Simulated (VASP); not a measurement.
# AlFe (Cccm) in VASP: a series of runs

AlFe is run at these levels: PBE; tasks: single point.

Everything below comes from runs of VASP 6.6.1. Logs are shortened: lines on timing, memory, paths and dates and some standing lists are left out, and cuts for length are marked.

### 1 The cell of the first run

Symmetry: Cccm, No. 66, orthorhombic system. The conventional cell has a = 2.603 Å, b = 8.185 Å, c = 5.069 Å, α = 90.00°, β = 90.00°, γ = 90.00°. Within 3.3 Å of Al (site symmetry 222) lie 8 Fe at 2.49 to 3.10 Å and 4 Al at 2.53 to 2.60 Å. Within 3.3 Å of Fe (site symmetry 2/m) lie 8 Al at 2.49 to 3.10 Å and 6 Fe at 2.60 to 2.85 Å.

### 2 Single point, PBE, collinear spin, ferromagnetic start

Contents of INCAR:

```
PREC = Accurate
ENCUT = 520
EDIFF = 1E-6
ISMEAR = 0
SIGMA = 0.1
LREAL = False
LASPH = True
NELM = 150
ALGO = Normal
ISIF = 2
LWAVE = False
LCHARG = True
ISPIN = 2
MAGMOM = 0 0 4 4
LORBIT = 11
LMAXMIX = 4
GGA = PE
LELF = True
LVHAR = True
NBANDS = 23
```

Contents of KPOINTS:

```
Automatic mesh
0
Gamma
  4 4 4
```

Contents of POSCAR:

```
AlFe
1.0
    1.3016223649     -4.0922600163      0.0000000000
    1.3016223649      4.0922600163      0.0000000000
    0.0000000000      0.0000000000      5.0689565255
Al Fe
2 2
Direct
    0.5000000000      0.5000000000      0.2500000000
    0.5000000000      0.5000000000      0.7500000000
    0.0000000000      0.5000000000      0.0000000000
    0.5000000000      0.0000000000      0.5000000000
```

Potentials or basis: VASP PAW PBE potentials, release 64 (Al, Fe).

Command:

```bash
$ cat potpaw_PBE.64/Al/POTCAR potpaw_PBE.64/Fe/POTCAR > POTCAR
$ mpirun -np 1 vasp_std > vasp.out
```

OUTCAR:

```text
PREC = Accurate
   ENCUT = 520
   EDIFF = 1E-6
   ISMEAR = 0
   LREAL = False
   LASPH = True
   NELM = 150
   ISIF = 2
   ISPIN = 2
   LORBIT = 11
   GGA = PE

 ion  position               nearest neighbor table
   1  0.500  0.500  0.250-   3 2.49   4 2.49   4 2.49   3 2.49   2 2.53   2 2.53   4 3.10   3 3.10
                             3 3.10   4 3.10
   2  0.500  0.500  0.750-   3 2.49   4 2.49   4 2.49   3 2.49   1 2.53   1 2.53   4 3.10   3 3.10
                             3 3.10   4 3.10
   3  0.000  0.500  0.000-   1 2.49   2 2.49   1 2.49   2 2.49   4 2.85   4 2.85   4 2.85   4 2.85
                             1 3.10   2 3.10   1 3.10   2 3.10
   4  0.500  0.000  0.500-   1 2.49   2 2.49   1 2.49   2 2.49   3 2.85   3 2.85   3 2.85   3 2.85
                             1 3.10   2 3.10   1 3.10   2 3.10

  LATTYP: Found a base centered orthorhombic cell.
 ALAT       =     2.6032447298
 B/A-ratio  =     3.1439687321
 C/A-ratio  =     1.9471686498

  Lattice vectors:

 A1 = (   1.3016223649,  -4.0922600163,   0.0000000000)
 A2 = (   1.3016223649,   4.0922600163,   0.0000000000)
 A3 = (   0.0000000000,   0.0000000000,   5.0689565255)

Analysis of symmetry for initial positions (statically):
=====================================================================
 Subroutine PRICEL returns:
 Original cell was already a primitive cell.

 Routine SETGRP: Setting up the symmetry group for a
 base centered orthorhombic supercell.

 Subroutine GETGRP returns: Found  8 space group operations
 (whereof  4 operations were pure point group operations)
 out of a pool of  8 trial point group operations.

The static configuration has the point symmetry C_2h.
 The point group associated with its full space group is D_2h.

Analysis of symmetry for dynamics (positions and initial velocities):
=====================================================================
 Subroutine PRICEL returns:
 Original cell was already a primitive cell.

 Routine SETGRP: Setting up the symmetry group for a
 base centered orthorhombic supercell.

 Subroutine GETGRP returns: Found  8 space group operations
 (whereof  4 operations were pure point group operations)
 out of a pool of  8 trial point group operations.

The dynamic configuration has the point symmetry C_2h.
 The point group associated with its full space group is D_2h.

Analysis of structural, dynamic, and magnetic symmetry:
=====================================================================
 Subroutine PRICEL returns:
 Original cell was already a primitive cell.

 Routine SETGRP: Setting up the symmetry group for a
 base centered orthorhombic supercell.

 Subroutine GETGRP returns: Found  8 space group operations
 (whereof  4 operations were pure point group operations)
 out of a pool of  8 trial point group operations.

The overall configuration has the point symmetry C_2h.
 The point group associated with its full space group is D_2h.

 Subroutine INISYM returns: Found  8 space group operations
 (whereof  4 operations are pure point group operations),
 and found     1 'primitive' translations

----------------------------------------------------------------------------------------

                                     Primitive cell

  volume of cell :      54.0004

  direct lattice vectors                    reciprocal lattice vectors
     1.301622365 -4.092260016  0.000000000     0.384135993 -0.122181875  0.000000000
     1.301622365  4.092260016  0.000000000     0.384135993  0.122181875  0.000000000
     0.000000000  0.000000000  5.068956525     0.000000000  0.000000000  0.197279262

  length of vectors
     4.294276752  4.294276752  5.068956525     0.403099084  0.403099084  0.197279262

  position of ions in fractional coordinates (direct lattice)
     0.500000000  0.500000000  0.250000000
     0.500000000  0.500000000  0.750000000
     0.000000000  0.500000000  0.000000000
     0.500000000  0.000000000  0.500000000

  ion indices of the primitive-cell ions
   primitive index   ion index
                 1           1
                 2           2
                 3           3
[... 24 lines left out ...]
 ===========================================

 Found     21 irreducible k-points:

 Following reciprocal coordinates:
            Coordinates               Weight
  0.000000  0.000000  0.000000      1.000000
  0.250000 -0.000000  0.000000      4.000000
  0.500000 -0.000000  0.000000      2.000000
  0.250000  0.250000  0.000000      2.000000
  0.500000  0.250000  0.000000      4.000000
 -0.250000  0.250000  0.000000      2.000000
[... 13 lines left out ...]
 -0.250000  0.250000  0.500000      2.000000
  0.500000  0.500000  0.500000      1.000000
   k-points           NKPTS =     21   k-points in BZ     NKDIM =     21   number of bands    NBANDS=     23
   number of dos      NEDOS =    301   number of ions     NIONS =      4
   total plane-waves  NPLWV =  40960
   dimension x,y,z NGX =    32 NGY =   32 NGZ =   40
   dimension x,y,z NGXF=    64 NGYF=   64 NGZF=   80
   ions per type =               2   2
   NGX,Y,Z   is equivalent  to a cutoff of  12.39, 12.39, 13.12 a.u.
   NGXF,Y,Z  is equivalent  to a cutoff of  24.78, 24.78, 26.24 a.u.
 SYSTEM =  unknown system
   PREC   = accura    normal or accurate (medium, high low for compatibility)
   ISTART =      0    job   : 0-new  1-cont  2-samecut
   ICHARG =      2    charge: 1-file 2-atom 10-const
   ISPIN  =      2    spin polarized calculation?
   LNONCOLLINEAR =      F non collinear calculations
   LSORBIT =      F    spin-orbit coupling
   LASPH  =      T    aspherical Exc in radial PAW
   ENCUT  =  520.0 eV  38.22 Ry    6.18 a.u.   7.98  7.98  9.42*2*pi/ulx,y,z
   NELM   =    150;   NELMIN=  2; NELMDL= -5     # of ELM steps
   EDIFF  = 0.1E-05   stopping-criterion for ELM
   LREAL  =      F    real-space projection
   EDIFFG = 0.1E-04   stopping-criterion for IOM
   NSW    =      0    number of steps for IOM
   IBRION =     -1    ionic relax: 0-MD 1-quasi-New 2-CG
   NFREE  =      0    steps in history (QN), initial steepest desc. (CG)
   ISIF   =      2    stress and relaxation
   ISYM   =      2    0-nonsym 1-usesym 2-fastsym
   POTIM  = 0.5000    time-step for ionic-motion
   TEBEG  =    0.0;   TEEND  =   0.0 temperature during run
   PSTRESS=    0.0 pullay stress
   NELECT =      22.0000    total number of electrons
   NUPDOWN=      -1.0000    fix difference up-down
   EMIN   =  10.00;   EMAX   =-10.00  energy-range for DOS
   EFERMI =   0.00;   METHOD = LEGACY
   ISMEAR =     0;   SIGMA  =   0.10  broadening in eV -4-tet -1-fermi 0-gaus
   EFERMI_NEDOS =   21; number of points for ismear=-14 and -15
   IALGO  =     38    algorithm
   IMIX   =      4    mixing-type and parameters
     AMIX     =   0.40;   BMIX     =  1.00
     AMIX_MAG =   1.60;   BMIX_MAG =  1.00
  volume/ion in A,a.u.               =      13.50        91.10
  Fermi-wavevector in a.u.,A,eV,Ry     =   1.213622  2.293413 20.039729  1.472879
  Thomas-Fermi vector in A             =   2.349068
   LORBIT       =     11    0 simple, 1 ext, 2 COOP (PROOUT), +10 PAW based schemes
   GGA     = PE    functional components
   LHFCALC =     F    Hartree Fock is set to
   AEXX    =    0.0000 exact exchange contribution
   IVDW    =     0    specifies the selected vdW correction
   LEPSILON=     F    determine dielectric tensor
   LRPA    =     F    only Hartree local field effects (RPA)
 spin polarized calculation
 Gauss-broadening in eV      SIGMA  =   0.10
  energy-cutoff  :      520.00
  volume of cell :       54.00
 maximum number of plane-waves:      1467
   NGX = 15   NGY = 15   NGZ = 19

 number of electron      21.9999991 magnetization       4.0438058

 Free energy of the ion-electron system (eV)
  ---------------------------------------------------
  ext. energy  EPLUGINS =         0.00000000
  ---------------------------------------------------
  free energy    TOTEN  =       -23.91945648 eV

  energy without entropy =      -23.90798004  energy(sigma->0) =      -23.91371826

 E-fermi :   7.2653     XC(G=0): -11.5279

 val. band max:        7.2508022569   @ k =   0.5000   0.2500   0.5000
 cond. band min:       7.2775536533   @ k =   0.2500   0.2500   0.5000
 fundamental gap:      0.0267513964
 Fermi energy:         7.2653300801

 spin component 1

 k-point     1 :       0.0000    0.0000    0.0000
  band No.  band energies     occupation
      1      -3.1663      1.00000
      2       1.6559      1.00000
      3       2.6933      1.00000
      4       3.5203      1.00000
      5       3.5696      1.00000
      6       4.0977      1.00000
[... 535 lines left out ...]
     22      19.7266      0.00000
     23      20.0844      0.00000
 Fermi energy:         7.2653300801

 spin component 2

 k-point     1 :       0.0000    0.0000    0.0000
  band No.  band energies     occupation
      1      -3.1517      1.00000
      2       1.9632      1.00000
      3       2.6019      1.00000
      4       4.3144      1.00000
      5       4.8515      1.00000
      6       5.2596      1.00000
[... 535 lines left out ...]
     22      19.6735      0.00000
     23      20.3259      0.00000

------------------------ aborting loop because EDIFF is reached ----------------------------------------

  FORCE on cell =-STRESS in cart. coord.  units (eV):
  Direction    XX          YY          ZZ          XY          YZ          ZX
  --------------------------------------------------------------------------------------
  -------------------------------------------------------------------------------------
  Total       -0.0091019     -0.0492144      0.1036472      0.0000000      0.0000000      0.0000000
  in kB       -0.2700515     -1.4601783      3.0751862      0.0000000      0.0000000      0.0000000
  external PRESSURE =       0.4483188 kB  Pullay stress =       0.0000000 kB

 VOLUME and BASIS-vectors are now :
 -----------------------------------------------------------------------------
  energy-cutoff  :      520.00
  volume of cell :       54.00
      direct lattice vectors                 reciprocal lattice vectors
     1.301622365 -4.092260016  0.000000000     0.384135993 -0.122181875  0.000000000
     1.301622365  4.092260016  0.000000000     0.384135993  0.122181875  0.000000000
     0.000000000  0.000000000  5.068956525     0.000000000  0.000000000  0.197279262

 POSITION                                       TOTAL-FORCE (eV/Angst)
 -----------------------------------------------------------------------------------
      1.30162      0.00000      1.26724        -0.000000      0.000000      0.000000
      1.30162      0.00000      3.80172        -0.000000     -0.000000      0.000000
      0.65081      2.04613      0.00000        -0.000000      0.000000     -0.000000
      0.65081     -2.04613      2.53448         0.000000      0.000000     -0.000000
 -----------------------------------------------------------------------------------
    total drift:                                0.000000      0.000000     -0.000000

  FREE ENERGIE OF THE ION-ELECTRON SYSTEM (eV)
  ---------------------------------------------------
  free  energy   TOTEN  =       -23.9194564840 eV

  energy  without entropy=      -23.9079800380  energy(sigma->0) =      -23.91371826

 total charge

# of ion       s       p       d       tot
------------------------------------------
    1        0.436   0.415   0.000   0.851
    2        0.436   0.415   0.000   0.851
    3        0.413   0.439   6.277   7.128
    4        0.413   0.439   6.277   7.128
--------------------------------------------------
tot          1.697   1.708  12.554  15.959

 magnetization (x)

# of ion       s       p       d       tot
------------------------------------------
    1       -0.003  -0.022   0.000  -0.025
    2       -0.003  -0.022   0.000  -0.025
    3        0.001  -0.004   2.100   2.097
    4        0.001  -0.004   2.100   2.097
--------------------------------------------------
tot         -0.005  -0.053   4.201   4.143
```

It took 49 s on 1 thread of Intel Xeon Platinum 8488C (Sapphire Rapids), shared host; peak memory 0.24 GiB.

What came out:

- Free energy: -23.9195 eV
- Pressure: 0.0 GPa
- Net moment: 4.04 μB per cell
- Site moments: Al -0.03; Fe +2.10 μB
- Valence electrons inside the program's atomic spheres: Al 0.85; Fe 7.13

Caveat: the k points lie up to 0.63 Å⁻¹ apart.

### 3 Single point, PBE, collinear spin, ferromagnetic start

This run uses another cell than the first one, of 16.00 Å³/atom, 1.186 times its volume.

Contents of INCAR:

```
SYSTEM = AlFe
ALGO = Normal
EDIFF = 1E-7
ENCUT = 520
GGA = PE
ISIF = 2
ISMEAR = 0
ISPIN = 2
LASPH = .TRUE.
LCHARG = .TRUE.
LELF = .TRUE.
LMAXMIX = 4
LORBIT = 11
LREAL = .FALSE.
LVHAR = .TRUE.
LWAVE = .FALSE.
MAGMOM = 0 0 4 4
NBANDS = 23
NELM = 150
PREC = Accurate
SIGMA = 0.1
```

Contents of KPOINTS:

```
k-points
0
G
  4 4 4
  0 0 0
```

Contents of POSCAR:

```
AlFe
1.0
    2.3257620000     -3.1825813500      0.0000000000
    2.3257620000      3.1825813500      0.0000000000
    0.0000000000      0.0000000000      4.3245267900
Al Fe
2 2
Direct
    0.5000000000      0.5000000000      0.2500000000
    0.5000000000      0.5000000000      0.7500000000
    0.0000000000      0.5000000000      0.0000000000
    0.5000000000      0.0000000000      0.5000000000
```

Potentials or basis: VASP PAW PBE potentials, release 64 (Al, Fe).

Command:

```bash
$ cat potpaw_PBE.64/Al/POTCAR potpaw_PBE.64/Fe/POTCAR > POTCAR
$ mpirun -np 1 vasp_std > vasp.out
```

Run time: 54 s. Hardware: 1 thread of Intel Xeon Platinum 8488C (Sapphire Rapids), shared host; peak memory 0.21 GiB.

The run converged. Its results:

| Property | Result |
| --- | --- |
| Free energy | -17.4745 eV |
| Pressure | 30.5 GPa |
| Net moment | 4.15 μB per cell |
| Site moments | Al -0.04; Fe +2.14 μB |
| Valence electrons inside the program's atomic spheres | Al 1.05; Fe 7.29 |

Stress tensor (GPa, compression positive):
```
 6.10  0.00  0.00
 0.00 32.20  0.00
 0.00  0.00 53.26
```

Levels at points of the mesh, in eV from the Fermi level:
Spin up:
```tsv
k point	band 10	band 11	band 12	band 13	band 14	band 15	band 16	band 17
(0.00, 0.00, 0.00)	-1.74	-1.10	-0.71	0.29	0.38	1.26	5.12	5.13
(0.50, 0.00, 0.00)	-1.95	-1.83	-1.73	0.14	1.32	2.87	3.54	3.56
(0.50, 0.50, 0.00)	-1.68	-1.29	-1.16	-1.08	0.07	1.00	2.50	5.20
(0.00, 0.00, 0.50)	-2.00	-1.89	-1.89	2.22	2.22	3.81	3.81	5.59
(0.50, 0.00, 0.50)	-1.93	-1.67	-1.61	-0.26	-0.24	1.61	3.46	5.23
(0.50, 0.50, 0.50)	-2.07	-1.37	-1.37	-1.02	-1.02	1.94	1.94	3.03
```
Spin down:
| k point | band 7 | band 8 | band 9 | band 10 | band 11 | band 12 |
| --- | --- | --- | --- | --- | --- | --- |
| (0.00, 0.00, 0.00) | -0.72 | -0.62 | -0.07 | 0.28 | 0.29 | 0.57 |
| (0.50, 0.00, 0.00) | -0.88 | -0.52 | -0.22 | 0.05 | 0.33 | 0.76 |
| (0.50, 0.50, 0.00) | -1.01 | -0.86 | -0.20 | 0.21 | 0.75 | 0.85 |
| (0.00, 0.00, 0.50) | -0.33 | -0.33 | -0.17 | -0.17 | 0.41 | 0.41 |
| (0.50, 0.00, 0.50) | -0.67 | -0.44 | 0.18 | 0.26 | 0.62 | 0.87 |
| (0.50, 0.50, 0.50) | -0.75 | -0.75 | -0.13 | -0.13 | 0.34 | 0.34 |

Caveat: the k points lie up to 0.42 Å⁻¹ apart.

### 4 Single point, PBE, collinear spin, ferromagnetic start

This run uses another cell than the first one, of 13.53 Å³/atom, 1.002 times its volume.

Contents of INCAR:

```
SYSTEM = AlFe
  ALGO = Normal
  EDIFF = 1E-6
  ENCUT = 520
  GGA = PE
  ISIF = 2
  ISMEAR = 0
  ISPIN = 2
  LASPH = .True.
  LCHARG = .False.
  LMAXMIX = 4
  LORBIT = 11
  LREAL = .False.
  LWAVE = .False.
  MAGMOM = 0 0 2.31 2.31
  NBANDS = 23
  NELM = 150
  PREC = Accurate
  SIGMA = 0.1
```

Contents of KPOINTS:

```
k-points
0
Gamma
  8 8 4
  0 0 0
```

Contents of POSCAR:

```
AlFe
1.0
    1.2991616824     -4.0807082252      0.0000000000
    1.2991616824      4.0807082252      0.0000000000
    0.0000000000      0.0000000000      5.1032680434
Al Fe
2 2
Direct
    0.5000000000      0.5000000000      0.7500000000
    0.5000000000      0.5000000000      0.2500000000
    0.0000000000      0.5000000000      0.5000000000
    0.5000000000      0.0000000000      0.0000000000
```

Command:

```bash
$ cat potpaw_PBE.64/Al/POTCAR potpaw_PBE.64/Fe/POTCAR > POTCAR
$ mpirun -np 1 vasp_std > vasp.out
```

It took 1.9 min on 1 thread of Intel Xeon Platinum 8488C (Sapphire Rapids), shared host; peak memory 0.29 GiB.

The run converged. Its results:

| Property | Result |
| --- | --- |
| Free energy | -23.8882 eV |
| Pressure | 0.0 GPa |
| Net moment | 4.06 μB per cell |
| Site moments | Al -0.03; Fe +2.12 μB |
| Valence electrons inside the program's atomic spheres | Al 0.85; Fe 7.13 |

Stress tensor (GPa, compression positive):
```
-0.17  0.00  0.00
 0.00 -0.59  0.00
 0.00  0.00  0.68
```

Levels at points of the mesh, in eV from the Fermi level:
Spin up:
| k point | band 9 | band 10 | band 11 | band 12 | band 13 | band 14 | band 15 | band 16 | band 17 | band 18 |
| --- | --- | --- | --- | --- | --- | --- | --- | --- | --- | --- |
| (0.00, 0.00, 0.00) | -1.82 | -1.74 | -1.67 | -1.53 | -0.94 | 0.22 | 2.39 | 3.79 | 4.97 | 6.39 |
| (0.50, 0.00, 0.00) | -2.23 | -2.14 | -0.92 | -0.72 | 1.48 | 1.55 | 1.70 | 2.50 | 2.96 | 3.76 |
| (0.50, 0.50, 0.00) | -1.84 | -1.75 | -1.71 | -1.65 | -1.50 | -0.94 | 0.72 | 2.22 | 8.51 | 9.03 |
| (0.00, 0.00, 0.50) | -1.64 | -1.64 | -1.40 | -1.40 | 0.76 | 0.76 | 2.90 | 2.90 | 3.32 | 3.32 |
| (0.50, 0.00, 0.50) | -2.04 | -2.01 | -0.80 | -0.77 | 0.66 | 0.94 | 1.17 | 1.96 | 4.56 | 5.39 |
| (0.50, 0.50, 0.50) | -2.19 | -2.19 | -1.57 | -1.57 | -1.41 | -1.41 | 4.11 | 4.11 | 7.58 | 7.58 |
Spin down:
```
           k point  band 7  band 8  band 9  band 10  band 11  band 12
(0.00, 0.00, 0.00)   -1.92   -0.76    0.41     0.53     0.79     1.16
(0.50, 0.00, 0.00)   -0.97   -0.82   -0.69    -0.52     0.24     0.54
(0.50, 0.50, 0.00)   -1.39   -0.92   -0.64     0.35     0.48     1.00
(0.00, 0.00, 0.50)   -1.34   -1.34    0.95     0.95     1.03     1.03
(0.50, 0.00, 0.50)   -1.11   -0.86    0.05     0.16     0.96     1.41
(0.50, 0.50, 0.50)   -0.76   -0.76   -0.72    -0.72     1.01     1.01
```

### 5 Overview

```tsv
cell	k mesh	gap on the mesh (eV)	pressure (GPa)	moment (μB)
a = 4.294, b = 4.294, c = 5.069 Å, angles 90.0, 90.0, 144.7°, 4 atoms	4 × 4 × 4	none	0.0	4.04
a = 3.942, b = 3.942, c = 4.325 Å, angles 90.0, 90.0, 107.7°, 4 atoms	4 × 4 × 4	none	30.5	4.15
a = 4.283, b = 4.283, c = 5.103 Å, angles 90.0, 90.0, 144.7°, 4 atoms	8 × 8 × 4	none	0.0	4.06
```

Alike in all rows: task single point; level PBE; potentials or basis VASP PAW PBE potentials, release 64 (Al, Fe); spin collinear, ferromagnetic start; cutoff (eV) 520; smearing gaussian 0.1 eV.

Caveats: some runs use coarse meshes.

Total energies depend on the potentials used, so only differences within one code and one set of settings carry meaning.
